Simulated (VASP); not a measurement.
Here is a VASP 6.6.1 calculation.

File INCAR:

```
PREC = Accurate
ENCUT = 520
EDIFF = 1E-7
ISMEAR = -1
SIGMA = 0.05
LREAL = Auto
LASPH = True
NELM = 60
ALGO = Normal
ISIF = 2
LWAVE = False
LCHARG = False
GGA = PE
IVDW = 12
NBANDS = 94
```

File KPOINTS:

```
regular mesh
0
Gamma
  2 2 2
```

POSCAR

```
Ba16H
1.0
   10.0400000000      0.0000000000      0.0000000000
    0.0000000000     10.0400000000      0.0000000000
    0.0000000000      0.0000000000     10.0400000000
Ba H
16 1
Direct
   -0.0016126494     -0.0000250996     -0.0017847610
    0.4976695219     -0.0000250996     -0.0101068725
    0.0157422311      0.4999750000      0.0155936255
   -0.0098968127     -0.0000249004      0.4974995020
    0.2515940239      0.2489386454      0.2514000996
    0.4799505976      0.4999751992      0.0067438247
    0.5065666335     -0.0000250000      0.5064327689
    0.7423094622      0.2496902390      0.2450209163
    0.0069093625      0.4999749004      0.4797543825
    0.2515940239      0.7510114542      0.2514003984
    0.2451811753      0.2497299801      0.7421600598
    0.5021168327      0.4999750996      0.5019419323
    0.7423095618      0.7502597610      0.2450210159
    0.7530292829      0.2571735060      0.7528502988
    0.2451811753      0.7502200199      0.7421598606
    0.7530292829      0.7427764940      0.7528503984
    0.2048181275      0.4999755976      0.2046220120
```

Potentials or basis: VASP PAW PBE potentials, release 64 (Ba_sv, H).

Launch:

```sh
$ cat potpaw_PBE.64/Ba_sv/POTCAR potpaw_PBE.64/H/POTCAR > POTCAR
$ mpirun -np 1 vasp_std > vasp.out
```

(1) Estimate the pressure.

(2) What does it give for the dispersion energy per atom?

(3) Predict the band gap on the k mesh.

## Answers

(1) -0.4 GPa.

(2) -0.190 eV.

(3) zero (an odd number of electrons rules out a gap without spin polarisation).

Caveat: spin-orbit coupling is left out, which moves the levels of the heavy elements.
